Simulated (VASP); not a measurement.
# Fe3Pb (Fm-3m) in VASP: a series of runs, part 2 of 2

VASP 6.6.1. Earlier steps stand in the parts before.

### 3 Single point, PBE

This run uses another cell than the first one, of 14.50 Å³/atom.

Contents of INCAR:

```
  PREC = Accurate
  ENCUT = 520
  EDIFF = 1E-6
  ISMEAR = 0
  SIGMA = 0.1
  LREAL = F
  LASPH = T
  NELM = 80
  ALGO = Normal
  ISIF = 2
  LWAVE = F
  LCHARG = T
  GGA = PE
  LELF = T
  LVHAR = T
  NBANDS = 27
```

Contents of KPOINTS:

```
regular mesh
0
Gamma
  12 12 12
```

Contents of POSCAR:

```
Fe3Pb
1.0
    0.0000000000      3.0723652442      3.0723652442
    3.0723652442      0.0000000000      3.0723652442
    3.0723652442      3.0723652442      0.0000000000
Fe Pb
3 1
Direct
    0.2500000000      0.2500000000      0.2500000000
    0.7500000000      0.7500000000      0.7500000000
    0.5000000000      0.5000000000      0.5000000000
    0.0000000000      0.0000000000      0.0000000000
```

Potentials or basis: VASP PAW PBE potentials, release 64 (Fe, Pb_d).

Started as:

```bash
cat potpaw_PBE.64/Fe/POTCAR potpaw_PBE.64/Pb_d/POTCAR > POTCAR
mpirun -np 1 vasp_std > vasp.out
```

OUTCAR:

```text
PREC = Accurate
   ENCUT = 520
   EDIFF = 1E-6
   ISMEAR = 0
   LREAL = F
   LASPH = T
   NELM = 80
   ISIF = 2
   GGA = PE

 ion  position               nearest neighbor table
   1  0.250  0.250  0.250-   4 2.66   4 2.66   4 2.66   3 2.66   3 2.66   3 2.66   4 2.66   3 2.66
                             2 3.07   2 3.07   2 3.07   2 3.07   2 3.07   2 3.07
   2  0.750  0.750  0.750-   3 2.66   3 2.66   3 2.66   4 2.66   4 2.66   4 2.66   4 2.66   3 2.66
                             1 3.07   1 3.07   1 3.07   1 3.07   1 3.07   1 3.07
   3  0.500  0.500  0.500-   1 2.66   1 2.66   1 2.66   2 2.66   2 2.66   2 2.66   2 2.66   1 2.66
                             4 3.07   4 3.07   4 3.07   4 3.07   4 3.07   4 3.07
   4  0.000  0.000  0.000-   2 2.66   2 2.66   2 2.66   1 2.66   1 2.66   1 2.66   2 2.66   1 2.66
                             3 3.07   3 3.07   3 3.07   3 3.07   3 3.07   3 3.07

  LATTYP: Found a face centered cubic cell.
 ALAT       =     6.1447304884

  Lattice vectors:

 A1 = (   0.0000000000,   3.0723652442,   3.0723652442)
 A2 = (   3.0723652442,   0.0000000000,   3.0723652442)
 A3 = (   3.0723652442,   3.0723652442,   0.0000000000)

Analysis of symmetry for initial positions (statically):
=====================================================================
 Subroutine PRICEL returns:
 Original cell was already a primitive cell.

 Routine SETGRP: Setting up the symmetry group for a
 face centered cubic supercell.

 Subroutine GETGRP returns: Found 48 space group operations
 (whereof 48 operations were pure point group operations)
 out of a pool of 48 trial point group operations.

The static configuration has the point symmetry O_h .

Analysis of symmetry for dynamics (positions and initial velocities):
=====================================================================
 Subroutine PRICEL returns:
 Original cell was already a primitive cell.

 Routine SETGRP: Setting up the symmetry group for a
 face centered cubic supercell.

[... 127 lines left out ...]
     AMIX     =   0.40;   BMIX     =  1.00
     AMIX_MAG =   1.60;   BMIX_MAG =  1.00
  volume/ion in A,a.u.               =      14.50        97.86
  Fermi-wavevector in a.u.,A,eV,Ry     =   1.421848  2.686903 27.506244  2.021652
  Thomas-Fermi vector in A             =   2.542614
   LORBIT       =      0    0 simple, 1 ext, 2 COOP (PROOUT), +10 PAW based schemes
   GGA     = PE    functional components
   LHFCALC =     F    Hartree Fock is set to
   AEXX    =    0.0000 exact exchange contribution
   IVDW    =     0    specifies the selected vdW correction
   LEPSILON=     F    determine dielectric tensor
   LRPA    =     F    only Hartree local field effects (RPA)
 non-spin polarized calculation
 Gauss-broadening in eV      SIGMA  =   0.10
  energy-cutoff  :      520.00
  volume of cell :       58.00
 maximum number of plane-waves:      1588
   NGX = 17   NGY = 17   NGZ = 17

 number of electron      38.0000015 magnetization

 Free energy of the ion-electron system (eV)
  ---------------------------------------------------
  ext. energy  EPLUGINS =         0.00000000
  ---------------------------------------------------
  free energy    TOTEN  =       -24.82114521 eV

  energy without entropy =      -24.73358488  energy(sigma->0) =      -24.77736504

 E-fermi :   7.4842     XC(G=0): -12.4754

 val. band max:        7.4837653436   @ k =   0.4167   0.2500   0.0833
 cond. band min:       7.4859382960   @ k =  -0.3333   0.4167   0.1667
 fundamental gap:      0.0021729525
 Fermi energy:         7.4842097024

 k-point     1 :       0.0000    0.0000    0.0000
  band No.  band energies     occupation
      1      -9.3703      2.00000
      2      -9.3703      2.00000
      3      -9.3703      2.00000
      4      -9.2726      2.00000
      5      -9.2726      2.00000
      6      -3.8960      2.00000
[... 709 lines left out ...]
     26      13.4367      0.00000
     27      13.8960      0.00000

 [... further k-points ...]

------------------------ aborting loop because EDIFF is reached ----------------------------------------

  FORCE on cell =-STRESS in cart. coord.  units (eV):
  Direction    XX          YY          ZZ          XY          YZ          ZX
  --------------------------------------------------------------------------------------
  -------------------------------------------------------------------------------------
  Total       -3.8421945     -3.8421945     -3.8421945      0.0000000      0.0000000      0.0000000
  in kB     -106.1307911   -106.1307911   -106.1307911      0.0000000      0.0000000      0.0000000
  external PRESSURE =    -106.1307911 kB  Pullay stress =       0.0000000 kB

 VOLUME and BASIS-vectors are now :
 -----------------------------------------------------------------------------
  energy-cutoff  :      520.00
  volume of cell :       58.00
      direct lattice vectors                 reciprocal lattice vectors
     0.000000000  3.072365244  3.072365244    -0.162741068  0.162741068  0.162741068
     3.072365244  0.000000000  3.072365244     0.162741068 -0.162741068  0.162741068
     3.072365244  3.072365244  0.000000000     0.162741068  0.162741068 -0.162741068

 POSITION                                       TOTAL-FORCE (eV/Angst)
 -----------------------------------------------------------------------------------
      1.53618      1.53618      1.53618        -0.000000      0.000000     -0.000000
      4.60855      4.60855      4.60855        -0.000000      0.000000     -0.000000
      3.07237      3.07237      3.07237         0.000000     -0.000000      0.000000
      0.00000      0.00000      0.00000         0.000000     -0.000000      0.000000
 -----------------------------------------------------------------------------------
    total drift:                                0.000000     -0.000000      0.000000

  FREE ENERGIE OF THE ION-ELECTRON SYSTEM (eV)
  ---------------------------------------------------
  free  energy   TOTEN  =       -24.8211452143 eV

  energy  without entropy=      -24.7335848757  energy(sigma->0) =      -24.77736504
```

OSZICAR:

```text
N       E                     dE             d eps       ncg     rms          rms(c)
DAV:   1     0.348342556812E+03    0.34834E+03   -0.16982E+04  3888   0.183E+03
DAV:   2    -0.168767884485E+01   -0.35003E+03   -0.33900E+03  3888   0.413E+02
DAV:   3    -0.272770180687E+02   -0.25589E+02   -0.24354E+02  4105   0.147E+02
[... 11 lines left out ...]
DAV:  15    -0.248211657613E+02    0.20457E-03   -0.33574E-04  5003   0.182E-01    0.132E-01
DAV:  16    -0.248211451753E+02    0.20586E-04   -0.31445E-05  5991   0.612E-02    0.929E-02
DAV:  17    -0.248211482145E+02   -0.30392E-05   -0.21580E-06  2955   0.128E-02    0.753E-02
DAV:  18    -0.248211449673E+02    0.32472E-05   -0.17211E-05  4817   0.496E-02    0.126E-02
DAV:  19    -0.248211452143E+02   -0.24696E-06   -0.12025E-06  2395   0.109E-02
   1 F= -.24821145E+02 E0= -.24777365E+02  d E =-.875603E-01
```

Run time: 61 s. Hardware: 1 thread of Intel Xeon 6975P-C (Granite Rapids), shared host; peak memory 0.24 GiB.

What came out:

| Quantity | Value |
| --- | --- |
| Free energy | -24.8211 eV |
| Pressure | -10.6 GPa |
| Band gap on the k mesh | zero (bands 19 and 20 overlap by 0.19 eV) |

Caveat: the cell stands under tension; spin-orbit coupling is left out, which moves the levels of the heavy elements; the run has no spin polarisation, though such a crystal can be magnetic.
